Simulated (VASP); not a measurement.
# Zr (P6_3/mmc) in VASP: single point with revPBE

Aim: the single point of Zr with revPBE.

Program: VASP 6.6.1. These are calculated values, not measurements. Logs are shortened: lines on timing, memory, paths and dates and some standing lists are left out, and cuts for length are marked.

## 1. The cell of the first run

It takes space group P6_3/mmc (No. 194, hexagonal). Conventional cell: a = 3.254 Å, b = 3.254 Å, c = 5.189 Å, α = 90.00°, β = 90.00°, γ = 120.00°. Zr (site symmetry -6m2) has 12 Zr at 3.20 to 3.25 Å within 4.2 Å.

## 2. Single point, revPBE, collinear spin

File INCAR:

```
SYSTEM = Zr
  PREC = Accurate
  ENCUT = 520
  EDIFF = 1E-6
  ISMEAR = -1
  SIGMA = 0.05
  LREAL = .FALSE.
  LASPH = .TRUE.
  NELM = 150
  ALGO = Normal
  ISIF = 2
  LWAVE = .FALSE.
  LCHARG = .TRUE.
  ISPIN = 2
  MAGMOM = 1 1
  LORBIT = 11
  LMAXMIX = 4
  GGA = RE
  LELF = .TRUE.
  LVHAR = .TRUE.
  NBANDS = 23
```

File KPOINTS:

```
Automatic mesh
0
G
  18 18 10
  0 0 0
```

File POSCAR:

```
Zr
1.0
    3.2535341558      0.0000000000      0.0000000000
   -1.6267670779      2.8176432310      0.0000000000
    0.0000000000      0.0000000000      5.1892721269
Zr
2
Direct
    0.3333333333      0.6666666667      0.2500000000
    0.6666666667      0.3333333333      0.7500000000
```

Potentials or basis: VASP PAW PBE potentials, release 64 (Zr_sv).

Started as:

```console
$ cat potpaw_PBE.64/Zr_sv/POTCAR > POTCAR
$ mpirun -np 1 vasp_std > vasp.out
```

OUTCAR:

```text
SYSTEM = Zr
   PREC = Accurate
   ENCUT = 520
   EDIFF = 1E-6
   ISMEAR = -1
   LREAL = .FALSE.
   LASPH = .TRUE.
   NELM = 150
   ISIF = 2
   ISPIN = 2
   LORBIT = 11
   GGA = RE

 ion  position               nearest neighbor table
   1  0.333  0.667  0.250-   2 3.20   2 3.20   2 3.20   2 3.20   2 3.20   2 3.20
   2  0.667  0.333  0.750-   1 3.20   1 3.20   1 3.20   1 3.20   1 3.20   1 3.20

  LATTYP: Found a hexagonal cell.
 ALAT       =     3.2535341558
 C/A-ratio  =     1.5949646994

  Lattice vectors:

 A1 = (   3.2535341558,   0.0000000000,   0.0000000000)
 A2 = (  -1.6267670779,   2.8176432310,   0.0000000000)
 A3 = (   0.0000000000,   0.0000000000,   5.1892721269)

Analysis of symmetry for initial positions (statically):
=====================================================================
 Subroutine PRICEL returns:
 Original cell was already a primitive cell.

 Routine SETGRP: Setting up the symmetry group for a
 hexagonal supercell.

 Subroutine GETGRP returns: Found 24 space group operations
 (whereof 12 operations were pure point group operations)
 out of a pool of 24 trial point group operations.

The static configuration has the point symmetry D_3d.
 The point group associated with its full space group is D_6h.

Analysis of symmetry for dynamics (positions and initial velocities):
=====================================================================
 Subroutine PRICEL returns:
 Original cell was already a primitive cell.

 Routine SETGRP: Setting up the symmetry group for a
 hexagonal supercell.

 Subroutine GETGRP returns: Found 24 space group operations
 (whereof 12 operations were pure point group operations)
 out of a pool of 24 trial point group operations.

The dynamic configuration has the point symmetry D_3d.
 The point group associated with its full space group is D_6h.

Analysis of structural, dynamic, and magnetic symmetry:
=====================================================================
 Subroutine PRICEL returns:
 Original cell was already a primitive cell.

 Routine SETGRP: Setting up the symmetry group for a
 hexagonal supercell.

 Subroutine GETGRP returns: Found 24 space group operations
 (whereof 12 operations were pure point group operations)
 out of a pool of 24 trial point group operations.

The overall configuration has the point symmetry D_3d.
 The point group associated with its full space group is D_6h.

 Subroutine INISYM returns: Found 24 space group operations
 (whereof 12 operations are pure point group operations),
 and found     1 'primitive' translations

----------------------------------------------------------------------------------------

                                     Primitive cell

  volume of cell :      47.5716

  direct lattice vectors                    reciprocal lattice vectors
     3.253534156  0.000000000  0.000000000     0.307358077  0.177453268  0.000000000
    -1.626767078  2.817643231  0.000000000     0.000000000  0.354906536  0.000000000
     0.000000000  0.000000000  5.189272127     0.000000000  0.000000000  0.192705253

  length of vectors
     3.253534156  3.253534156  5.189272127     0.354906536  0.354906536  0.192705253

  position of ions in fractional coordinates (direct lattice)
     0.333333333  0.666666667  0.250000000
     0.666666667  0.333333333  0.750000000

  ion indices of the primitive-cell ions
   primitive index   ion index
                 1           1
                 2           2

----------------------------------------------------------------------------------------

 KPOINTS: Automatic mesh

Automatic generation of k-mesh.
 Grid dimensions read from file:
 generate k-points for:   18   18   10

 Generating k-lattice:

  Cartesian coordinates                     Fractional coordinates (reciprocal lattice)
     0.017075449  0.009858515  0.000000000     0.055555556 -0.000000000  0.000000000
     0.000000000  0.019717030  0.000000000     0.000000000  0.055555556  0.000000000
     0.000000000  0.000000000  0.019270525     0.000000000  0.000000000  0.100000000

  Length of vectors
     0.019717030  0.019717030  0.019270525

  Shift w.r.t. Gamma in fractional coordinates (k-lattice)
     0.000000000  0.000000000  0.000000000

 Subroutine IBZKPT returns following result:
 ===========================================

 Found    222 irreducible k-points:

 Following reciprocal coordinates:
            Coordinates               Weight
  0.000000  0.000000  0.000000      1.000000
  0.055556 -0.000000  0.000000      6.000000
  0.111111 -0.000000  0.000000      6.000000
  0.166667  0.000000  0.000000      6.000000
  0.222222 -0.000000  0.000000      6.000000
  0.277778 -0.000000  0.000000      6.000000
[... 16 lines left out ...]
  0.333333  0.111111  0.000000     12.000000
  0.388889  0.111111  0.000000     12.000000
 [... further k-points ...]
   k-points           NKPTS =    222   k-points in BZ     NKDIM =    222   number of bands    NBANDS=     23
   number of dos      NEDOS =    301   number of ions     NIONS =      2
   total plane-waves  NPLWV =  23040
   dimension x,y,z NGX =    24 NGY =   24 NGZ =   40
   dimension x,y,z NGXF=    48 NGYF=   48 NGZF=   80
   ions per type =               2
   NGX,Y,Z   is equivalent  to a cutoff of  12.26, 12.26, 12.81 a.u.
   NGXF,Y,Z  is equivalent  to a cutoff of  24.53, 24.53, 25.63 a.u.
 SYSTEM =  Zr
   PREC   = accura    normal or accurate (medium, high low for compatibility)
   ISTART =      0    job   : 0-new  1-cont  2-samecut
   ICHARG =      2    charge: 1-file 2-atom 10-const
   ISPIN  =      2    spin polarized calculation?
   LNONCOLLINEAR =      F non collinear calculations
   LSORBIT =      F    spin-orbit coupling
   LASPH  =      T    aspherical Exc in radial PAW
   ENCUT  =  520.0 eV  38.22 Ry    6.18 a.u.   6.05  6.05  9.65*2*pi/ulx,y,z
   NELM   =    150;   NELMIN=  2; NELMDL= -5     # of ELM steps
   EDIFF  = 0.1E-05   stopping-criterion for ELM
   LREAL  =      F    real-space projection
   EDIFFG = 0.1E-04   stopping-criterion for IOM
   NSW    =      0    number of steps for IOM
   IBRION =     -1    ionic relax: 0-MD 1-quasi-New 2-CG
   NFREE  =      0    steps in history (QN), initial steepest desc. (CG)
   ISIF   =      2    stress and relaxation
   ISYM   =      2    0-nonsym 1-usesym 2-fastsym
   POTIM  = 0.5000    time-step for ionic-motion
   TEBEG  =    0.0;   TEEND  =   0.0 temperature during run
   PSTRESS=    0.0 pullay stress
   NELECT =      24.0000    total number of electrons
   NUPDOWN=      -1.0000    fix difference up-down
   EMIN   =  10.00;   EMAX   =-10.00  energy-range for DOS
   EFERMI =   0.00;   METHOD = LEGACY
   ISMEAR =    -1;   SIGMA  =   0.05  broadening in eV -4-tet -1-fermi 0-gaus
   EFERMI_NEDOS =   21; number of points for ismear=-14 and -15
   IALGO  =     38    algorithm
   IMIX   =      4    mixing-type and parameters
     AMIX     =   0.40;   BMIX     =  1.00
     AMIX_MAG =   1.60;   BMIX_MAG =  1.00
  volume/ion in A,a.u.               =      23.79       160.51
  Fermi-wavevector in a.u.,A,eV,Ry     =   1.303255  2.462794 23.109126  1.698473
  Thomas-Fermi vector in A             =   2.434269
   LORBIT       =     11    0 simple, 1 ext, 2 COOP (PROOUT), +10 PAW based schemes
   GGA     = RE    functional components
   LHFCALC =     F    Hartree Fock is set to
   AEXX    =    0.0000 exact exchange contribution
   IVDW    =     0    specifies the selected vdW correction
   LEPSILON=     F    determine dielectric tensor
   LRPA    =     F    only Hartree local field effects (RPA)
 spin polarized calculation
  energy-cutoff  :      520.00
  volume of cell :       47.57
 maximum number of plane-waves:      1305
   NGX = 13   NGY = 13   NGZ = 19

 number of electron      24.0000001 magnetization      -0.0040079

 number of electron      24.0000001 magnetization       0.0001685

 Free energy of the ion-electron system (eV)
  ---------------------------------------------------
  ext. energy  EPLUGINS =         0.00000000
  ---------------------------------------------------
  free energy    TOTEN  =       -16.37246483 eV

  energy without entropy =      -16.35549522  energy(sigma->0) =      -16.36398002

 E-fermi :   8.8228     XC(G=0): -10.9309

 val. band max:        8.8216308072   @ k =   0.0000   0.0000   0.4000
 cond. band min:       8.8463939061   @ k =   0.0556  -0.0000   0.3000
 fundamental gap:      0.0247630989
 Fermi energy:         8.8227539888

 spin component 1

 k-point     1 :       0.0000    0.0000    0.0000
  band No.  band energies     occupation
      1     -40.0853      1.00000
      2     -39.9453      1.00000
      3     -18.5669      1.00000
      4     -17.7566      1.00000
      5     -17.7566      1.00000
      6     -17.6342      1.00000
[... 15 lines left out ...]
     22      19.2496      0.00000
     23      20.9011      0.00000
[... 575 lines left out ...]
      1     -39.9617      1.00000
      2     -39.9156      1.00000
      3     -18.3614      1.00000
      4     -18.2101      1.00000
      5     -18.1674      1.00000
      6     -17.9836      1.00000
[... 15 lines left out ...]
     22      17.6904      0.00000
     23      18.9955      0.00000

 [... further k-points ...]

 spin component 2

 k-point     1 :       0.0000    0.0000    0.0000
  band No.  band energies     occupation
      1     -40.0852      1.00000
      2     -39.9453      1.00000
      3     -18.5668      1.00000
      4     -17.7566      1.00000
      5     -17.7566      1.00000
      6     -17.6341      1.00000
[... 15 lines left out ...]
     22      19.2497      0.00000
     23      20.9013      0.00000
[... 575 lines left out ...]
      1     -39.9616      1.00000
      2     -39.9155      1.00000
      3     -18.3614      1.00000
      4     -18.2100      1.00000
      5     -18.1674      1.00000
      6     -17.9836      1.00000
[... 15 lines left out ...]
     22      17.6905      0.00000
     23      18.9956      0.00000

 [... further k-points ...]

------------------------ aborting loop because EDIFF is reached ----------------------------------------

  FORCE on cell =-STRESS in cart. coord.  units (eV):
  Direction    XX          YY          ZZ          XY          YZ          ZX
  --------------------------------------------------------------------------------------
  -------------------------------------------------------------------------------------
  Total        0.0008871      0.0008871      0.0463362     -0.0000000      0.0000000      0.0000000
  in kB        0.0298775      0.0298775      1.5605709     -0.0000000      0.0000000      0.0000000
  external PRESSURE =       0.5401086 kB  Pullay stress =       0.0000000 kB

 VOLUME and BASIS-vectors are now :
 -----------------------------------------------------------------------------
  energy-cutoff  :      520.00
  volume of cell :       47.57
      direct lattice vectors                 reciprocal lattice vectors
     3.253534156  0.000000000  0.000000000     0.307358077  0.177453268  0.000000000
    -1.626767078  2.817643231  0.000000000     0.000000000  0.354906536  0.000000000
     0.000000000  0.000000000  5.189272127     0.000000000  0.000000000  0.192705253

 POSITION                                       TOTAL-FORCE (eV/Angst)
 -----------------------------------------------------------------------------------
     -0.00000      1.87843      1.29732        -0.000000      0.000000      0.000000
      1.62677      0.93921      3.89195         0.000000     -0.000000      0.000000
 -----------------------------------------------------------------------------------
    total drift:                               -0.000000      0.000000     -0.000000

  FREE ENERGIE OF THE ION-ELECTRON SYSTEM (eV)
  ---------------------------------------------------
  free  energy   TOTEN  =       -16.3724648277 eV

  energy  without entropy=      -16.3554952204  energy(sigma->0) =      -16.36398002

 total charge

# of ion       s       p       d       tot
------------------------------------------
    1        2.227   5.962   1.599   9.789
    2        2.227   5.962   1.599   9.789
--------------------------------------------------
tot          4.455  11.924   3.198  19.577

 magnetization (x)

# of ion       s       p       d       tot
------------------------------------------
    1        0.000   0.000   0.000   0.000
    2        0.000   0.000   0.000   0.000
--------------------------------------------------
tot          0.000   0.000   0.000   0.000
```

It took 4.1 min on 1 thread of Intel Xeon Platinum 8488C (Sapphire Rapids), shared host; peak memory 0.42 GiB.

Results:

```
Free energy                                           : -16.3725 eV
Pressure                                              : 0.1 GPa
Band gap on the k mesh                                : zero (filled and empty bands overlap)
Net moment                                            : 0.00 μB per cell
Valence electrons inside the program's atomic spheres : Zr 9.79
```

Stress tensor (GPa, compression positive):
```
0.00 0.00 0.00
0.00 0.00 0.00
0.00 0.00 0.16
```

Caveat: the PAW data sets were made with another functional, which shifts forces and pressure a little.

The gap in the log of VASP goes by the Fermi energy; the results here count the filled bands.